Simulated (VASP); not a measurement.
# CsH in VASP: a series of runs

The runs below take CsH through single point, with r2SCAN.

Everything below comes from runs of VASP 6.6.1. Logs are shortened: lines on timing, memory, paths and dates and some standing lists are left out, and cuts for length are marked.

### 1 The cell of the first run

It takes space group Fm-3m (No. 225, cubic). Conventional cell: a = 6.631 Å, b = 6.631 Å, c = 6.631 Å, α = 90.00°, β = 90.00°, γ = 90.00°. Cs (site symmetry m-3m) has 6 H at 3.32 Å within 4.4 Å. Within 4.4 Å of H (site symmetry m-3m) lie 6 Cs at 3.32 Å.

### 2 Single point, r2SCAN

POSCAR

```
CsH
1.0
    3.3155200000      3.3155200000      0.0000000000
   -3.3155200000      3.3155200000      0.0000000000
    0.0000000000      0.0000000000      6.6310400000
Cs H
2 2
Direct
    0.0000000000      0.0000000000      0.0000000000
    0.5000000000      0.5000000000      0.5000000000
    0.5000000000      0.5000000000      0.0000000000
    0.0000000000      0.0000000000      0.5000000000
```

INCAR.step1

```
ALGO = Normal
EDIFF = 1E-4
ENCUT = 520
GGA = PE
ISMEAR = 0
LASPH = True
LCHARG = False
LREAL = False
LWAVE = True
NBANDS = 18
NELM = 100
PREC = Accurate
SIGMA = 0.02
```

INCAR.step2

```
ALGO = Normal
EDIFF = 1E-6
ENCUT = 520
ISIF = 2
ISMEAR = 0
ISTART = 1
LASPH = True
LCHARG = True
LELF = True
LMIXTAU = True
LREAL = False
LVHAR = True
LWAVE = False
METAGGA = R2SCAN
NBANDS = 18
NELM = 100
PREC = Accurate
SIGMA = 0.02
```

KPOINTS

```
k-points
0
Gamma
  6 6 4
```

Potentials or basis: VASP PAW PBE potentials, release 64 (Cs_sv, H).

Command:

```bash
cat potpaw_PBE.64/Cs_sv/POTCAR potpaw_PBE.64/H/POTCAR > POTCAR
cp INCAR.step1 INCAR
mpirun -np 1 vasp_std > vasp.out
cp INCAR.step2 INCAR
mpirun -np 1 vasp_std > vasp.out
```

OUTCAR:

```text
EDIFF = 1E-6
   ENCUT = 520
   ISIF = 2
   ISMEAR = 0
   ISTART = 1
   LASPH = True
   LREAL = False
   METAGGA = R2SCAN
   NELM = 100
   PREC = Accurate

 ion  position               nearest neighbor table
   1  0.000  0.000  0.000-
   2  0.500  0.500  0.500-
   3  0.500  0.500  0.000-
   4  0.000  0.000  0.500-

  LATTYP: Found a simple tetragonal cell.
 ALAT       =     4.6888533503
 C/A-ratio  =     1.4142135624

  Lattice vectors:

 A1 = (   3.3155200000,   3.3155200000,   0.0000000000)
 A2 = (  -3.3155200000,   3.3155200000,   0.0000000000)
 A3 = (   0.0000000000,   0.0000000000,   6.6310400000)

Analysis of symmetry for initial positions (statically):
=====================================================================
 Subroutine PRICEL returns following result:

  LATTYP: Found a face centered cubic cell.
 ALAT       =     6.6310400000

  Lattice vectors:

 A1 = (   0.0000000000,  -3.3155200000,  -3.3155200000)
 A2 = (   3.3155200000,   0.0000000000,  -3.3155200000)
 A3 = (   3.3155200000,  -3.3155200000,  -0.0000000000)

   2 primitive cells build up your supercell.

 Routine SETGRP: Setting up the symmetry group for a
 simple tetragonal supercell.

 Subroutine GETGRP returns: Found 16 space group operations
 (whereof 16 operations were pure point group operations)
 out of a pool of 16 trial point group operations.

The static configuration has the point symmetry D_4h.

Analysis of symmetry for dynamics (positions and initial velocities):
=====================================================================
 Subroutine PRICEL returns following result:

  LATTYP: Found a face centered cubic cell.
 ALAT       =     6.6310400000

  Lattice vectors:

 A1 = (   0.0000000000,  -3.3155200000,  -3.3155200000)
 A2 = (   3.3155200000,   0.0000000000,  -3.3155200000)
 A3 = (   3.3155200000,  -3.3155200000,  -0.0000000000)

   2 primitive cells build up your supercell.

 Routine SETGRP: Setting up the symmetry group for a
 simple tetragonal supercell.

 Subroutine GETGRP returns: Found 16 space group operations
 (whereof 16 operations were pure point group operations)
 out of a pool of 16 trial point group operations.

The dynamic configuration has the point symmetry D_4h.

 Subroutine INISYM returns: Found 16 space group operations
 (whereof 16 operations are pure point group operations),
 and found     2 'primitive' translations

----------------------------------------------------------------------------------------

                                     Primitive cell

  volume of cell :      72.8929

  direct lattice vectors                    reciprocal lattice vectors
     0.000000000 -3.315520000 -3.315520000    -0.150805907 -0.150805907 -0.150805907
     3.315520000  0.000000000 -3.315520000     0.150805907  0.150805907 -0.150805907
     3.315520000 -3.315520000 -0.000000000     0.150805907 -0.150805907  0.150805907

  length of vectors
     4.688853350  4.688853350  4.688853350     0.261203493  0.261203493  0.261203493

  position of ions in fractional coordinates (direct lattice)
     0.000000000  0.000000000  0.000000000
     0.500000000  0.500000000  0.500000000

  ion indices of the primitive-cell ions
   primitive index   ion index
                 1           1
                 2           4

----------------------------------------------------------------------------------------

 KPOINTS: k-points

Automatic generation of k-mesh.
 Grid dimensions read from file:
 generate k-points for:    6    6    4

 Generating k-lattice:

  Cartesian coordinates                     Fractional coordinates (reciprocal lattice)
     0.025134318  0.025134318  0.000000000     0.166666667  0.000000000  0.000000000
    -0.025134318  0.025134318  0.000000000     0.000000000  0.166666667  0.000000000
     0.000000000  0.000000000  0.037701477     0.000000000  0.000000000  0.250000000

  Length of vectors
     0.035545293  0.035545293  0.037701477

  Shift w.r.t. Gamma in fractional coordinates (k-lattice)
     0.000000000  0.000000000  0.000000000

 Subroutine IBZKPT returns following result:
 ===========================================

 Found     30 irreducible k-points:

 Following reciprocal coordinates:
            Coordinates               Weight
  0.000000  0.000000  0.000000      1.000000
  0.166667  0.000000  0.000000      4.000000
  0.333333  0.000000  0.000000      4.000000
  0.500000  0.000000  0.000000      2.000000
  0.166667  0.166667  0.000000      4.000000
  0.333333  0.166667  0.000000      8.000000
[... 16 lines left out ...]
  0.333333  0.000000  0.500000      4.000000
  0.500000  0.000000  0.500000      2.000000
 [... further k-points ...]
   k-points           NKPTS =     30   k-points in BZ     NKDIM =     30   number of bands    NBANDS=     18
   number of dos      NEDOS =    301   number of ions     NIONS =      4
   total plane-waves  NPLWV =  64800
   dimension x,y,z NGX =    36 NGY =   36 NGZ =   50
   dimension x,y,z NGXF=    72 NGYF=   72 NGZF=  100
   ions per type =               2   2
   NGX,Y,Z   is equivalent  to a cutoff of  12.76, 12.76, 12.54 a.u.
   NGXF,Y,Z  is equivalent  to a cutoff of  25.53, 25.53, 25.07 a.u.
 SYSTEM =  unknown system
   PREC   = accura    normal or accurate (medium, high low for compatibility)
   ISTART =      1    job   : 0-new  1-cont  2-samecut
   ICHARG =      0    charge: 1-file 2-atom 10-const
   ISPIN  =      1    spin polarized calculation?
   LNONCOLLINEAR =      F non collinear calculations
   LSORBIT =      F    spin-orbit coupling
   LASPH  =      T    aspherical Exc in radial PAW
   ENCUT  =  520.0 eV  38.22 Ry    6.18 a.u.   8.72  8.72 12.33*2*pi/ulx,y,z
   NELM   =    100;   NELMIN=  2; NELMDL=  0     # of ELM steps
   EDIFF  = 0.1E-05   stopping-criterion for ELM
   LREAL  =      F    real-space projection
[... 7 lines left out ...]
   TEBEG  =    0.0;   TEEND  =   0.0 temperature during run
   PSTRESS=    0.0 pullay stress
   NELECT =      20.0000    total number of electrons
   NUPDOWN=      -1.0000    fix difference up-down
   EMIN   =  10.00;   EMAX   =-10.00  energy-range for DOS
   EFERMI =   0.00;   METHOD = LEGACY
   ISMEAR =     0;   SIGMA  =   0.02  broadening in eV -4-tet -1-fermi 0-gaus
   EFERMI_NEDOS =   21; number of points for ismear=-14 and -15
   IALGO  =     38    algorithm
   IMIX   =      4    mixing-type and parameters
     AMIX     =   0.40;   BMIX     =  1.00
     AMIX_MAG =   1.60;   BMIX_MAG =  1.00
  volume/ion in A,a.u.               =      36.45       245.95
  Fermi-wavevector in a.u.,A,eV,Ry     =   0.844332  1.595556  9.699543  0.712896
  Thomas-Fermi vector in A             =   1.959343
   LORBIT       =      0    0 simple, 1 ext, 2 COOP (PROOUT), +10 PAW based schemes
   METAGGA = R2SCAN    functional components
   LHFCALC =     F    Hartree Fock is set to
   AEXX    =    0.0000 exact exchange contribution
   IVDW    =     0    specifies the selected vdW correction
   LEPSILON=     F    determine dielectric tensor
   LRPA    =     F    only Hartree local field effects (RPA)
 non-spin polarized calculation
 Gauss-broadening in eV      SIGMA  =   0.02
  energy-cutoff  :      520.00
  volume of cell :      145.79
 maximum number of plane-waves:      3953
 NGX is ok and might be reduce to    36
   NGX = 17   NGY = 17   NGZ = 25

 number of electron      19.9999995 magnetization

 Free energy of the ion-electron system (eV)
  ---------------------------------------------------
  ext. energy  EPLUGINS =         0.00000000
  ---------------------------------------------------
  free energy    TOTEN  =       -57.93283905 eV

  energy without entropy =      -57.93283905  energy(sigma->0) =      -57.93283905

 E-fermi :  -0.4508     XC(G=0):  -7.1014

 val. band max:       -0.6215479562   @ k =   0.5000   0.0000   0.5000
 cond. band min:       2.1504893933   @ k =   0.5000   0.0000   0.5000
 fundamental gap:      2.7720373496
 Fermi energy:        -0.4507569252

 k-point     1 :       0.0000    0.0000    0.0000
  band No.  band energies     occupation
      1     -22.6905      2.00000
      2     -22.6253      2.00000
      3      -9.3796      2.00000
      4      -9.0687      2.00000
      5      -9.0687      2.00000
      6      -8.8770      2.00000
[... 10 lines left out ...]
     17       6.7578      0.00000
     18       6.7578      0.00000

 k-point     2 :       0.1667    0.0000    0.0000
  band No.  band energies     occupation
      1     -22.6820      2.00000
      2     -22.6255      2.00000
      3      -9.3405      2.00000
      4      -9.1403      2.00000
      5      -9.0490      2.00000
      6      -8.9792      2.00000
[... 10 lines left out ...]
     17       6.1727      0.00000
     18       6.5740      0.00000

 k-point     3 :       0.3333    0.0000    0.0000
  band No.  band energies     occupation
      1     -22.6618      2.00000
      2     -22.6291      2.00000
      3      -9.2685      2.00000
      4      -9.2369      2.00000
      5      -9.1804      2.00000
      6      -8.9996      2.00000
[... 10 lines left out ...]
     17       5.6578      0.00000
     18       6.4478      0.00000

 k-point     4 :       0.5000    0.0000    0.0000
  band No.  band energies     occupation
      1     -22.6413      2.00000
      2     -22.6413      2.00000
      3      -9.3028      2.00000
      4      -9.3028      2.00000
      5      -9.1041      2.00000
      6      -9.1041      2.00000
[... 10 lines left out ...]
     17       6.3609      0.00000
     18       6.3609      0.00000

 k-point     5 :       0.1667    0.1667    0.0000
  band No.  band energies     occupation
      1     -22.6742      2.00000
      2     -22.6251      2.00000
      3      -9.3051      2.00000
      4      -9.1498      2.00000
      5      -9.0889      2.00000
      6      -9.0314      2.00000
[... 10 lines left out ...]
     17       5.4274      0.00000
     18       6.3557      0.00000

 k-point     6 :       0.3333    0.1667    0.0000
  band No.  band energies     occupation
      1     -22.6556      2.00000
      2     -22.6272      2.00000
      3      -9.2644      2.00000
      4      -9.2122      2.00000
      5      -9.1993      2.00000
      6      -9.0509      2.00000
[... 10 lines left out ...]
     17       5.8490      0.00000
     18       6.6598      0.00000

 k-point     7 :       0.5000    0.1667    0.0000
  band No.  band energies     occupation
      1     -22.6373      2.00000
      2     -22.6373      2.00000
      3      -9.3054      2.00000
      4      -9.3054      2.00000
      5      -9.0953      2.00000
      6      -9.0953      2.00000
[... 10 lines left out ...]
     17       6.5992      0.00000
     18       6.5992      0.00000

 k-point     8 :       0.3333    0.3333    0.0000
  band No.  band energies     occupation
      1     -22.6416      2.00000
      2     -22.6251      2.00000
      3      -9.3051      2.00000
      4      -9.2796      2.00000
      5      -9.1498      2.00000
      6      -9.0889      2.00000
[... 10 lines left out ...]
     17       6.3730      0.00000
     18       6.9931      0.00000
[... 229 lines left out ...]
     17       6.6007      0.00000
     18       6.6007      0.00000

 k-point    20 :       0.5000    0.5000    0.2500
  band No.  band energies     occupation
      1     -22.6252      2.00000
      2     -22.6252      2.00000
      3      -9.3362      2.00000
      4      -9.3362      2.00000
      5      -9.1165      2.00000
      6      -9.1165      2.00000
[... 10 lines left out ...]
     17       7.7573      0.00000
     18       7.7573      0.00000

 k-point    21 :       0.0000    0.0000    0.5000
  band No.  band energies     occupation
      1     -22.6579      2.00000
      2     -22.6579      2.00000
      3      -9.1643      2.00000
      4      -9.1643      2.00000
      5      -8.9742      2.00000
      6      -8.9742      2.00000
[... 10 lines left out ...]
     17       5.7847      0.00000
     18       5.7847      0.00000

 k-point    22 :       0.1667    0.0000    0.5000
  band No.  band energies     occupation
      1     -22.6537      2.00000
      2     -22.6537      2.00000
      3      -9.2412      2.00000
      4      -9.2412      2.00000
      5      -8.9685      2.00000
      6      -8.9685      2.00000
[... 10 lines left out ...]
     17       6.0488      0.00000
     18       6.0488      0.00000

 k-point    23 :       0.3333    0.0000    0.5000
  band No.  band energies     occupation
      1     -22.6453      2.00000
      2     -22.6453      2.00000
      3      -9.3923      2.00000
      4      -9.3923      2.00000
      5      -8.9523      2.00000
      6      -8.9523      2.00000
[... 10 lines left out ...]
     17       6.2963      0.00000
     18       6.2963      0.00000

 k-point    24 :       0.5000    0.0000    0.5000
  band No.  band energies     occupation
      1     -22.6410      2.00000
      2     -22.6410      2.00000
      3      -9.4653      2.00000
      4      -9.4653      2.00000
      5      -8.9433      2.00000
      6      -8.9433      2.00000
[... 10 lines left out ...]
     17       6.7474      0.00000
     18       6.7474      0.00000

 [... further k-points ...]
[... 5 lines left out ...]
  --------------------------------------------------------------------------------------
  -------------------------------------------------------------------------------------
  Total       -0.8134289     -0.8134289     -0.8109229      0.0000000      0.0000000      0.0000000
  in kB       -8.9395416     -8.9395416     -8.9120006      0.0000000      0.0000000      0.0000000
  external PRESSURE =      -8.9303613 kB  Pullay stress =       0.0000000 kB

 VOLUME and BASIS-vectors are now :
 -----------------------------------------------------------------------------
  energy-cutoff  :      520.00
  volume of cell :      145.79
      direct lattice vectors                 reciprocal lattice vectors
     3.315520000  3.315520000  0.000000000     0.150805907  0.150805907  0.000000000
    -3.315520000  3.315520000  0.000000000    -0.150805907  0.150805907  0.000000000
     0.000000000  0.000000000  6.631040000     0.000000000  0.000000000  0.150805907

 POSITION                                       TOTAL-FORCE (eV/Angst)
 -----------------------------------------------------------------------------------
      0.00000      0.00000      0.00000         0.000000     -0.000000      0.000000
      0.00000      3.31552      3.31552        -0.000000      0.000000     -0.000000
      0.00000      3.31552      0.00000         0.000000     -0.000000      0.000000
      0.00000      0.00000      3.31552         0.000000     -0.000000      0.000000
 -----------------------------------------------------------------------------------
    total drift:                               -0.000000      0.000000      0.000000

  FREE ENERGIE OF THE ION-ELECTRON SYSTEM (eV)
  ---------------------------------------------------
  free  energy   TOTEN  =       -57.9328390542 eV

  energy  without entropy=      -57.9328390542  energy(sigma->0) =      -57.93283905
```

Wall time 3.3 min (1 thread of AMD EPYC 7R13 (Zen 3), shared host); peak memory 0.26 GiB.

Results:

| Property | Result |
| --- | --- |
| Free energy | -57.9328 eV |
| Pressure | -0.9 GPa |
| Band gap on the k mesh | 2.77 eV |

Levels at points of the mesh, in eV from the valence-band top:
| k point | band 8 | band 9 | band 10 | band 11 | band 12 | band 13 |
| --- | --- | --- | --- | --- | --- | --- |
| (0.00, 0.00, 0.00) | -8.26 | -1.42 | -0.85 | 3.69 | 5.62 | 5.67 |
| (0.50, 0.00, 0.00) | -8.32 | -0.33 | -0.33 | 3.72 | 3.72 | 4.51 |
| (0.50, 0.50, 0.00) | -8.45 | -0.85 | -0.85 | 3.69 | 3.69 | 5.62 |
| (0.00, 0.00, 0.50) | -8.35 | -0.80 | -0.80 | 4.42 | 4.42 | 4.66 |
| (0.50, 0.00, 0.50) | -8.32 | 0.00 | 0.00 | 2.77 | 2.77 | 5.28 |
| (0.50, 0.50, 0.50) | -8.47 | -0.53 | -0.53 | 4.50 | 4.50 | 4.50 |

Caveat: the PAW data sets were made with another functional, which shifts forces and pressure a little; spin-orbit coupling is left out, which moves the levels of the heavy elements. r2SCAN opens gaps a little over a GGA but as a rule still falls short of measured ones.

### 3 Single point, r2SCAN (equal strain along all axes, cell held: +6.0 %)

POSCAR

```
CsH
1.0
    3.3792800000      3.3792800000      0.0000000000
   -3.3792800000      3.3792800000      0.0000000000
    0.0000000000      0.0000000000      6.7585600000
Cs H
2 2
Direct
    0.0000000000      0.0000000000      0.0000000000
    0.5000000000      0.5000000000      0.5000000000
    0.5000000000      0.5000000000      0.0000000000
    0.0000000000      0.0000000000      0.5000000000
```

INCAR.step1

```
ALGO = Normal
EDIFF = 1E-4
ENCUT = 520
GGA = PE
ISMEAR = 0
LASPH = T
LCHARG = F
LREAL = F
LWAVE = T
NBANDS = 18
NELM = 80
PREC = Accurate
SIGMA = 0.02
```

INCAR.step2

```
ALGO = Normal
EDIFF = 1E-6
ENCUT = 520
ISIF = 2
ISMEAR = 0
ISTART = 1
LASPH = T
LCHARG = T
LELF = T
LMIXTAU = T
LREAL = F
LVHAR = T
LWAVE = F
METAGGA = R2SCAN
NBANDS = 18
NELM = 80
PREC = Accurate
SIGMA = 0.02
```

KPOINTS is that of step 2.

Potentials or basis: VASP PAW PBE potentials, release 64 (Cs_sv, H).

Command:

```bash
cat potpaw_PBE.64/Cs_sv/POTCAR potpaw_PBE.64/H/POTCAR > POTCAR
cp INCAR.step1 INCAR
mpirun -np 1 vasp_std > vasp.out
cp INCAR.step2 INCAR
mpirun -np 1 vasp_std > vasp.out
```

Wall time 3.4 min (1 thread of AMD EPYC 7R13 (Zen 3), shared host); peak memory 0.26 GiB.

It converged, with:

| Property | Result |
| --- | --- |
| Free energy | -57.8779 eV |
| Pressure | -1.2 GPa |
| Band gap on the k mesh | 2.81 eV |

Levels at points of the mesh, in eV from the valence-band top:
| k point | band 6 | band 7 | band 8 | band 9 | band 10 | band 11 | band 12 | band 13 | band 14 | band 15 |
| --- | --- | --- | --- | --- | --- | --- | --- | --- | --- | --- |
| (0.00, 0.00, 0.00) | -8.32 | -8.32 | -8.32 | -1.32 | -0.73 | 3.76 | 5.41 | 5.65 | 5.65 | 5.65 |
| (0.50, 0.00, 0.00) | -8.51 | -8.37 | -8.37 | -0.30 | -0.30 | 3.71 | 3.71 | 4.49 | 4.49 | 5.85 |
| (0.50, 0.50, 0.00) | -8.48 | -8.48 | -8.48 | -0.73 | -0.73 | 3.76 | 3.76 | 5.41 | 5.41 | 7.84 |
| (0.00, 0.00, 0.50) | -8.40 | -8.40 | -8.40 | -0.74 | -0.74 | 4.45 | 4.45 | 4.57 | 4.57 | 6.32 |
| (0.50, 0.00, 0.50) | -8.37 | -8.37 | -8.37 | 0.00 | 0.00 | 2.81 | 2.81 | 5.27 | 5.27 | 5.27 |
| (0.50, 0.50, 0.50) | -8.61 | -8.50 | -8.50 | -0.45 | -0.45 | 4.46 | 4.46 | 4.46 | 4.46 | 5.60 |

Caveat: the cell differs from its parent crystal (equal strain along all axes, cell held: +6.0 %); the PAW data sets were made with another functional, which shifts forces and pressure a little; spin-orbit coupling is left out, which moves the levels of the heavy elements.

[end of part 1 of 2]
